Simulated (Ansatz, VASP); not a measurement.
## Two plane-wave programs on Ti

File INCAR:

```
SYSTEM = Ti
ALGO = Fast ; EDIFF = 1E-6
ENCUT = 520 ; ISIF = 2
ISMEAR = 0 ; LASPH = .True.
LCHARG = .True. ; LELF = .True.
LREAL = .False. ; LVHAR = .True.
LWAVE = .False. ; NBANDS = 12
NELM = 60 ; PREC = Accurate
SIGMA = 0.15
```

File KPOINTS:

```
k-points
0
Gamma
  22 22 22
  0 0 0
```

File POSCAR:

```
Ti
1.0
   -1.6872494890      1.6872494890      1.5522695298
    1.6872494890     -1.6872494890      1.5522695298
    1.6872494890      1.6872494890     -1.5522695298
Ti
1
Direct
    0.0000000000      0.0000000000      0.0000000000
```

Input for Ansatz:

```yaml
crystal:
  lattice:
    - [-1.687249489, 1.687249489, 1.5522695298]
    - [1.687249489, -1.687249489, 1.5522695298]
    - [1.687249489, 1.687249489, -1.5522695298]
  atoms:
    - { symbol: Ti, position: [0.0, 0.0, 0.0] }
basis:
  ecutwfc: 420
kpoints:
  mp_grid: { grid: [22, 22, 22] }
hamiltonian:
  xc: lda
scf:
  occupations: { method: gaussian, width: 0.15 }
output:
  forces: true
  stress: true
  eigenvalues: true
```

Alike in both runs: task single point; functional LDA; k mesh 22 × 22 × 22; occupations gaussian, width 0.15 eV; no spin polarisation.

```csv
,VASP,Ansatz
version,VASP 6.6.1,Ansatz 0.2.0
potentials or method,"VASP PAW LDA potentials, release 64 (Ti_sv), cutoff 520 eV","scalar-relativistic, plane waves, PAW"
valence electrons in the cell,12,12
```

```csv
,VASP,Ansatz,Ansatz less VASP
gap on the k mesh at the Fermi level (eV),none,none,-
pressure (GPa),-10.8,-10.7,+0.08
"traceless stress, the component that is largest in VASP (GPa)",-1.59,-1.59,0.000
```

LDA's correlation is that of Perdew and Zunger in VASP and of Perdew and Wang (1992) in Ansatz. A gap of «none» marks a metal or a gap that the smearing closes.
